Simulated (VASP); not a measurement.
W, 1 atom in the cell. Symmetry: Im-3m, No. 229, cubic system. The conventional cell has a = 3.165 Å, b = 3.165 Å, c = 3.165 Å, α = 90.00°, β = 90.00°, γ = 90.00°. Within 3.6 Å of W (site symmetry m-3m) lie 14 W at 2.74 to 3.16 Å. 

```yaml
Program: VASP 6.6.1
Task: single point
Functional: PBE
Potentials_or_basis: VASP PAW PBE potentials, release 64 (W_sv)
Cutoff: 520 eV
k_mesh: 18 × 18 × 18
Occupations: gaussian, width 0.1 eV
Spin: no spin polarisation
Dipole_correction: no
Further_INCAR_settings: ALGO = Normal; EDIFF = 1e-06; NBANDS = 13
```

Potentials or basis: VASP PAW PBE potentials, release 64 (W_sv).

Launch:

```bash
$ cat potpaw_PBE.64/W_sv/POTCAR > POTCAR
$ mpirun -np 1 vasp_std > vasp.out
```

Hardware: 1 thread of AMD EPYC 9R45 96-Core Processor (Zen 5), with other jobs on the host.

Problem. Estimate the wall time of this run.

Solution. Run time: 15 s on 1 thread of AMD EPYC 9R45 96-Core Processor (Zen 5), with other jobs on the host, peak memory 0.12 GiB. Counts: scf iterations 11, k points 195.
